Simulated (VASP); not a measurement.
# Li (Fm-3m) in VASP: a series of runs

Li is run at these levels: PBEsol; tasks: single point, relaxation of cell and atoms.

Program: VASP 6.6.1. These are calculated values, not measurements. Logs are shortened: lines on timing, memory, paths and dates and some standing lists are left out, and cuts for length are marked.

## Step 1: The cell of the first run

Symmetry: Fm-3m, No. 225, cubic system. Conventional cell: a = 3.226 Å, b = 3.226 Å, c = 3.226 Å, α = 90.00°, β = 90.00°, γ = 90.00°. Li (site symmetry m-3m) has 12 Li at 2.28 Å within 3.0 Å.

This isn't the form of Li at room conditions, which is bcc.

## Step 2: Single point, PBEsol

Input file INCAR:

```
SYSTEM = Li
PREC = Accurate
ENCUT = 520
EDIFF = 1E-6
ISMEAR = -1
SIGMA = 0.1
LREAL = .FALSE.
LASPH = .TRUE.
NELM = 60
ALGO = Normal
ISIF = 2
LWAVE = .FALSE.
LCHARG = .FALSE.
GGA = PS
NBANDS = 8
```

Input file KPOINTS:

```
regular mesh
0
G
  20 20 20
  0 0 0
```

Input file POSCAR:

```
Li
1.0
    0.0000000000      1.6129227644      1.6129227644
    1.6129227644      0.0000000000      1.6129227644
    1.6129227644      1.6129227644      0.0000000000
Li
1
Direct
    0.0000000000      0.0000000000      0.0000000000
```

Potentials or basis: VASP PAW PBE potentials, release 64 (Li_sv).

Launch:

```
> cat potpaw_PBE.64/Li_sv/POTCAR > POTCAR
> mpirun -np 1 vasp_std > vasp.out
```

OUTCAR:

```text
SYSTEM = Li
   PREC = Accurate
   ENCUT = 520
   EDIFF = 1E-6
   ISMEAR = -1
   LREAL = .FALSE.
   LASPH = .TRUE.
   NELM = 60
   ISIF = 2
   GGA = PS

 ion  position               nearest neighbor table
   1  0.000  0.000  0.000-

  LATTYP: Found a face centered cubic cell.
 ALAT       =     3.2258455288

  Lattice vectors:

 A1 = (   0.0000000000,   1.6129227644,   1.6129227644)
 A2 = (   1.6129227644,   0.0000000000,   1.6129227644)
 A3 = (   1.6129227644,   1.6129227644,   0.0000000000)

Analysis of symmetry for initial positions (statically):
=====================================================================
 Subroutine PRICEL returns:
 Original cell was already a primitive cell.

 Routine SETGRP: Setting up the symmetry group for a
 face centered cubic supercell.

 Subroutine GETGRP returns: Found 48 space group operations
 (whereof 48 operations were pure point group operations)
 out of a pool of 48 trial point group operations.

The static configuration has the point symmetry O_h .

Analysis of symmetry for dynamics (positions and initial velocities):
=====================================================================
 Subroutine PRICEL returns:
 Original cell was already a primitive cell.

 Routine SETGRP: Setting up the symmetry group for a
 face centered cubic supercell.

 Subroutine GETGRP returns: Found 48 space group operations
 (whereof 48 operations were pure point group operations)
 out of a pool of 48 trial point group operations.

The dynamic configuration has the point symmetry O_h .

 Subroutine INISYM returns: Found 48 space group operations
 (whereof 48 operations are pure point group operations),
 and found     1 'primitive' translations

----------------------------------------------------------------------------------------

                                     Primitive cell

  volume of cell :       8.3921

  direct lattice vectors                    reciprocal lattice vectors
     0.000000000  1.612922764  1.612922764    -0.309996245  0.309996245  0.309996245
     1.612922764  0.000000000  1.612922764     0.309996245 -0.309996245  0.309996245
     1.612922764  1.612922764  0.000000000     0.309996245  0.309996245 -0.309996245

  length of vectors
     2.281017248  2.281017248  2.281017248     0.536929246  0.536929246  0.536929246

  position of ions in fractional coordinates (direct lattice)
     0.000000000  0.000000000  0.000000000

  ion indices of the primitive-cell ions
   primitive index   ion index
                 1           1

----------------------------------------------------------------------------------------

 KPOINTS: regular mesh

Automatic generation of k-mesh.
 Grid dimensions read from file:
 generate k-points for:   20   20   20

 Generating k-lattice:

  Cartesian coordinates                     Fractional coordinates (reciprocal lattice)
    -0.015499812  0.015499812  0.015499812     0.050000000  0.000000000  0.000000000
     0.015499812 -0.015499812  0.015499812     0.000000000  0.050000000  0.000000000
     0.015499812  0.015499812 -0.015499812     0.000000000  0.000000000  0.050000000

  Length of vectors
     0.026846462  0.026846462  0.026846462

  Shift w.r.t. Gamma in fractional coordinates (k-lattice)
     0.000000000  0.000000000  0.000000000

 Subroutine IBZKPT returns following result:
 ===========================================

 Found    256 irreducible k-points:

 Following reciprocal coordinates:
            Coordinates               Weight
  0.000000  0.000000  0.000000      1.000000
  0.050000  0.000000  0.000000      8.000000
  0.100000  0.000000  0.000000      8.000000
  0.150000  0.000000  0.000000      8.000000
  0.200000  0.000000  0.000000      8.000000
  0.250000  0.000000  0.000000      8.000000
[... 16 lines left out ...]
 -0.400000  0.050000  0.000000     24.000000
 -0.350000  0.050000  0.000000     24.000000
 [... further k-points ...]
   k-points           NKPTS =    256   k-points in BZ     NKDIM =    256   number of bands    NBANDS=      8
   number of dos      NEDOS =    301   number of ions     NIONS =      1
   total plane-waves  NPLWV =   5832
   dimension x,y,z NGX =    18 NGY =   18 NGZ =   18
   dimension x,y,z NGXF=    36 NGYF=   36 NGZF=   36
   ions per type =               1
   NGX,Y,Z   is equivalent  to a cutoff of  13.12, 13.12, 13.12 a.u.
   NGXF,Y,Z  is equivalent  to a cutoff of  26.24, 26.24, 26.24 a.u.
 SYSTEM =  Li
   PREC   = accura    normal or accurate (medium, high low for compatibility)
   ISTART =      0    job   : 0-new  1-cont  2-samecut
   ICHARG =      2    charge: 1-file 2-atom 10-const
   ISPIN  =      1    spin polarized calculation?
   LNONCOLLINEAR =      F non collinear calculations
   LSORBIT =      F    spin-orbit coupling
   LASPH  =      T    aspherical Exc in radial PAW
   ENCUT  =  520.0 eV  38.22 Ry    6.18 a.u.   4.24  4.24  4.24*2*pi/ulx,y,z
   NELM   =     60;   NELMIN=  2; NELMDL= -5     # of ELM steps
   EDIFF  = 0.1E-05   stopping-criterion for ELM
   LREAL  =      F    real-space projection
   EDIFFG = 0.1E-04   stopping-criterion for IOM
   NSW    =      0    number of steps for IOM
   IBRION =     -1    ionic relax: 0-MD 1-quasi-New 2-CG
   NFREE  =      0    steps in history (QN), initial steepest desc. (CG)
   ISIF   =      2    stress and relaxation
   ISYM   =      2    0-nonsym 1-usesym 2-fastsym
   POTIM  = 0.5000    time-step for ionic-motion
   TEBEG  =    0.0;   TEEND  =   0.0 temperature during run
   PSTRESS=    0.0 pullay stress
   NELECT =       3.0000    total number of electrons
   NUPDOWN=      -1.0000    fix difference up-down
   EMIN   =  10.00;   EMAX   =-10.00  energy-range for DOS
   EFERMI =   0.00;   METHOD = LEGACY
   ISMEAR =    -1;   SIGMA  =   0.10  broadening in eV -4-tet -1-fermi 0-gaus
   EFERMI_NEDOS =   21; number of points for ismear=-14 and -15
   IALGO  =     38    algorithm
   IMIX   =      4    mixing-type and parameters
     AMIX     =   0.40;   BMIX     =  1.00
     AMIX_MAG =   1.60;   BMIX_MAG =  1.00
  volume/ion in A,a.u.               =       8.39        56.63
  Fermi-wavevector in a.u.,A,eV,Ry     =   1.161872  2.195620 18.367143  1.349947
  Thomas-Fermi vector in A             =   2.298439
   LORBIT       =      0    0 simple, 1 ext, 2 COOP (PROOUT), +10 PAW based schemes
   GGA     = PS    functional components
   LHFCALC =     F    Hartree Fock is set to
   AEXX    =    0.0000 exact exchange contribution
   IVDW    =     0    specifies the selected vdW correction
   LEPSILON=     F    determine dielectric tensor
   LRPA    =     F    only Hartree local field effects (RPA)
 non-spin polarized calculation
  energy-cutoff  :      520.00
  volume of cell :        8.39
 maximum number of plane-waves:       244
 NGX is ok and might be reduce to    18
   NGX =  9   NGY =  9   NGZ =  9

 number of electron       2.9999995 magnetization

 Free energy of the ion-electron system (eV)
  ---------------------------------------------------
  ext. energy  EPLUGINS =         0.00000000
  ---------------------------------------------------
  free energy    TOTEN  =        -0.97715784 eV

  energy without entropy =       -0.96621387  energy(sigma->0) =       -0.97168585

 E-fermi :   4.2380     XC(G=0):  -9.5647

 val. band max:        4.2273897625   @ k =  -0.4500   0.1500   0.0500
 cond. band min:       4.2953967528   @ k =   0.4500   0.2500   0.0000
 fundamental gap:      0.0680069903
 Fermi energy:         4.2380083580

 k-point     1 :       0.0000    0.0000    0.0000
  band No.  band energies     occupation
      1     -40.9004      2.00000
      2       0.3154      2.00000
      3      30.0791      0.00000
      4      30.0791      0.00000
      5      30.0792      0.00000
      6      36.4079      0.00000
      7      36.4080      0.00000
      8      36.4080      0.00000

 k-point     2 :       0.0500    0.0000    0.0000
  band No.  band energies     occupation
      1     -40.8911      2.00000
      2       0.3547      2.00000
      3      29.1251      0.00000
      4      29.8567      0.00000
      5      29.8567      0.00000
      6      35.3317      0.00000
      7      36.7686      0.00000
      8      36.7687      0.00000

 k-point     3 :       0.1000    0.0000    0.0000
  band No.  band energies     occupation
      1     -40.8623      2.00000
      2       0.4822      2.00000
      3      26.8569      0.00000
      4      29.3517      0.00000
      5      29.3517      0.00000
      6      35.0835      0.00000
      7      37.6670      0.00000
      8      37.6670      0.00000

 k-point     4 :       0.1500    0.0000    0.0000
  band No.  band energies     occupation
      1     -40.8180      2.00000
      2       0.6980      2.00000
      3      24.1674      0.00000
      4      28.7555      0.00000
      5      28.7555      0.00000
      6      35.4744      0.00000
      7      38.5572      0.00000
      8      38.5572      0.00000

 k-point     5 :       0.2000    0.0000    0.0000
  band No.  band energies     occupation
      1     -40.7617      2.00000
      2       1.0064      2.00000
      3      21.4981      0.00000
      4      28.2025      0.00000
      5      28.2026      0.00000
      6      36.0726      0.00000
      7      38.3904      0.00000
      8      38.3905      0.00000

 k-point     6 :       0.2500    0.0000    0.0000
  band No.  band energies     occupation
      1     -40.6992      2.00000
      2       1.4068      2.00000
      3      18.9967      0.00000
      4      27.7438      0.00000
      5      27.7439      0.00000
      6      36.3017      0.00000
      7      37.2447      0.00000
      8      37.2447      0.00000

 k-point     7 :       0.3000    0.0000    0.0000
  band No.  band energies     occupation
      1     -40.6366      2.00000
      2       1.8904      2.00000
      3      16.7359      0.00000
      4      27.3996      0.00000
      5      27.3996      0.00000
      6      35.8100      0.00000
      7      35.9740      0.00000
      8      35.9741      0.00000

 k-point     8 :       0.3500    0.0000    0.0000
  band No.  band energies     occupation
      1     -40.5797      2.00000
      2       2.4342      2.00000
      3      14.7818      0.00000
      4      27.1765      0.00000
      5      27.1765      0.00000
      6      34.8678      0.00000
      7      34.8679      0.00000
      8      35.1347      0.00000

 k-point     9 :       0.4000    0.0000    0.0000
  band No.  band energies     occupation
      1     -40.5344      2.00000
      2       2.9803      1.99999
      3      13.2117      0.00000
      4      27.0461      0.00000
      5      27.0462      0.00000
      6      34.0201      0.00000
      7      34.0202      0.00000
      8      34.5823      0.00000

 k-point    10 :       0.4500    0.0000    0.0000
  band No.  band energies     occupation
      1     -40.5053      2.00000
      2       3.4163      1.99946
      3      12.1546      0.00000
      4      26.9854      0.00000
      5      26.9855      0.00000
      6      33.4858      0.00000
      7      33.4859      0.00000
      8      34.2344      0.00000
[... 78 lines left out ...]
 k-point    18 :       0.3500    0.0500    0.0000
  band No.  band energies     occupation
      1     -40.5924      2.00000
      2       2.3130      2.00000
      3      15.3734      0.00000
      4      26.0373      0.00000
      5      28.0510      0.00000
      6      32.3151      0.00000
      7      36.5968      0.00000
      8      37.7429      0.00000

 k-point    19 :       0.4000    0.0500    0.0000
  band No.  band energies     occupation
      1     -40.5434      2.00000
      2       2.8780      2.00000
      3      13.6542      0.00000
      4      26.0252      0.00000
      5      27.5883      0.00000
      6      31.6854      0.00000
      7      35.5083      0.00000
      8      37.1542      0.00000

 k-point    20 :       0.4500    0.0500    0.0000
  band No.  band energies     occupation
      1     -40.5088      2.00000
      2       3.3787      1.99963
      3      12.3981      0.00000
      4      26.1639      0.00000
      5      27.1187      0.00000
      6      31.3934      0.00000
      7      34.6466      0.00000
      8      36.7832      0.00000

 k-point    21 :       0.5000    0.0500    0.0000
  band No.  band energies     occupation
      1     -40.4924      2.00000
      2       3.6637      1.99361
      3      11.7659      0.00000
      4      26.4293      0.00000
      5      26.6749      0.00000
      6      31.4217      0.00000
      7      34.0475      0.00000
      8      36.6769      0.00000

 k-point    22 :      -0.4500    0.0500    0.0000
  band No.  band energies     occupation
      1     -40.4958      2.00000
      2       3.6030      1.99651
      3      11.8937      0.00000
      4      26.3091      0.00000
      5      26.7925      0.00000
      6      31.7287      0.00000
      7      33.7470      0.00000
      8      36.8446      0.00000

 k-point    23 :      -0.4000    0.0500    0.0000
  band No.  band energies     occupation
      1     -40.5185      2.00000
      2       3.2274      1.99992
      3      12.7494      0.00000
      4      26.0603      0.00000
      5      27.2198      0.00000
      6      32.2768      0.00000
      7      33.7787      0.00000
      8      37.2789      0.00000

 k-point    24 :      -0.3500    0.0500    0.0000
  band No.  band energies     occupation
      1     -40.5583      2.00000
      2       2.6908      2.00000
      3      14.1722      0.00000
      4      25.9536      0.00000
      5      27.6803      0.00000
      6      33.0382      0.00000
      7      34.1667      0.00000
      8      37.9475      0.00000

 [... further k-points ...]

------------------------ aborting loop because EDIFF is reached ----------------------------------------

  FORCE on cell =-STRESS in cart. coord.  units (eV):
  Direction    XX          YY          ZZ          XY          YZ          ZX
  --------------------------------------------------------------------------------------
  -------------------------------------------------------------------------------------
  Total        2.6983329      2.6983329      2.6983329      0.0000000      0.0000000      0.0000000
  in kB      515.1520210    515.1520210    515.1520210      0.0000000      0.0000000      0.0000000
  external PRESSURE =     515.1520210 kB  Pullay stress =       0.0000000 kB

 VOLUME and BASIS-vectors are now :
 -----------------------------------------------------------------------------
  energy-cutoff  :      520.00
  volume of cell :        8.39
      direct lattice vectors                 reciprocal lattice vectors
     0.000000000  1.612922764  1.612922764    -0.309996245  0.309996245  0.309996245
     1.612922764  0.000000000  1.612922764     0.309996245 -0.309996245  0.309996245
     1.612922764  1.612922764  0.000000000     0.309996245  0.309996245 -0.309996245

 POSITION                                       TOTAL-FORCE (eV/Angst)
 -----------------------------------------------------------------------------------
      0.00000      0.00000      0.00000         0.000000      0.000000      0.000000
 -----------------------------------------------------------------------------------
    total drift:                                0.000000     -0.000000     -0.000000

  FREE ENERGIE OF THE ION-ELECTRON SYSTEM (eV)
  ---------------------------------------------------
  free  energy   TOTEN  =        -0.9771578373 eV

  energy  without entropy=       -0.9662138654  energy(sigma->0) =       -0.97168585
```

It took 9 s on 1 thread of Intel Xeon Platinum 8488C (Sapphire Rapids), shared host; peak memory 0.12 GiB.

Results:

| Property | Result |
| --- | --- |
| Free energy | -0.9772 eV |
| Band gap on the k mesh | zero (an odd number of electrons rules out a gap without spin polarisation) |

Levels at points of the mesh, in eV from the Fermi level:
```csv
k point,band 1,band 2,band 3,band 4,band 5
"(0.00, 0.00, 0.00)",-45.14,-3.92,25.84,25.84,25.84
"(0.50, 0.00, 0.00)",-44.73,-0.65,7.54,22.73,22.73
"(0.50, 0.50, 0.00)",-44.61,2.27,9.07,14.93,14.93
```

Caveat: the cutoff is under 1.25 times the usual one of these potentials, so pressure, stress and relaxed cells hold a basis-set (Pulay) error; the PAW data sets were made with another functional, which shifts forces and pressure a little.

## Step 3: Relaxation of cell and atoms, PBEsol, target pressure 52 GPa, at which the enthalpy is minimised

This run uses another cell than the first one, of 8.37 Å³/atom.

Input file INCAR:

```
PREC = Accurate
ENCUT = 600
EDIFF = 1E-6
ISMEAR = -1
SIGMA = 0.1
LREAL = False
LASPH = True
NELM = 100
ALGO = Normal
ISIF = 3
LWAVE = False
LCHARG = False
GGA = PS
IBRION = 2
NSW = 60
EDIFFG = -0.005
PSTRESS = 520.0
```

Input file KPOINTS:

```
Automatic mesh
0
Gamma
  20 20 20
```

Input file POSCAR:

```
Li
1.0
    0.0000000000      1.6115941670      1.6115941670
    1.6115941670      0.0000000000      1.6115941670
    1.6115941670      1.6115941670      0.0000000000
Li
1
Direct
    0.0000000000      0.0000000000      0.0000000000
```

Potentials or basis: VASP PAW PBE potentials, release 64 (Li_sv).

Launch:

```
> cat potpaw_PBE.64/Li_sv/POTCAR > POTCAR
> mpirun -np 1 vasp_std > vasp.out
```

It took 7.1 s on 1 thread of Intel Xeon Platinum 8488C (Sapphire Rapids), shared host; peak memory 0.12 GiB.

It converged, with:

```yaml
Free_energy: -0.9681 eV
Relaxed_volume: 8.36 Å³/atom
Relaxed_cell: a = 2.278 Å, b = 2.278 Å, c = 2.278 Å, α = 60.00°, β = 60.00°, γ = 60.00°
Space_group_after_relaxing_to_0.1_Å: Fm-3m (No. 225)
Energy_change_on_relaxing_the_run_minimises_the_enthalpy: +5.0 meV/atom
Ionic_steps: 2
Pressure_after_relaxing: 52.0 GPa
Band_gap_on_the_k_mesh: zero (an odd number of electrons rules out a gap without spin polarisation)
```

Step by step:
```csv
step,energy change (eV),largest force (eV/Å),pressure (GPa),volume (Å³)
1,0.0000,0.0000,51.76,8.37
2,0.0050,0.0000,52.04,8.36
```

Final structure:
```yaml
crystal:
  lattice:
    - [0.00000, 1.61061, 1.61061]
    - [1.61061, 0.00000, 1.61061]
    - [1.61061, 1.61061, 0.00000]
  atoms:
    - { symbol: Li, position: [0.00000, 0.00000, 0.00000] }
```

Levels at points of the mesh, in eV from the Fermi level:
| k point | band 1 | band 2 | band 3 | band 4 | band 5 |
| --- | --- | --- | --- | --- | --- |
| (0.00, 0.00, 0.00) | -45.13 | -3.92 | 25.88 | 25.88 | 25.88 |
| (0.50, 0.00, 0.00) | -44.72 | -0.65 | 7.56 | 22.77 | 22.77 |
| (0.50, 0.50, 0.00) | -44.60 | 2.27 | 9.10 | 14.96 | 14.96 |

Caveat: the cutoff is under 1.25 times the usual one of these potentials, so pressure, stress and relaxed cells hold a basis-set (Pulay) error; the cell is relaxed towards a set pressure, so the run minimises the enthalpy, not the energy; the PAW data sets were made with another functional, which shifts forces and pressure a little.

(Continued in part 2 of 2.)
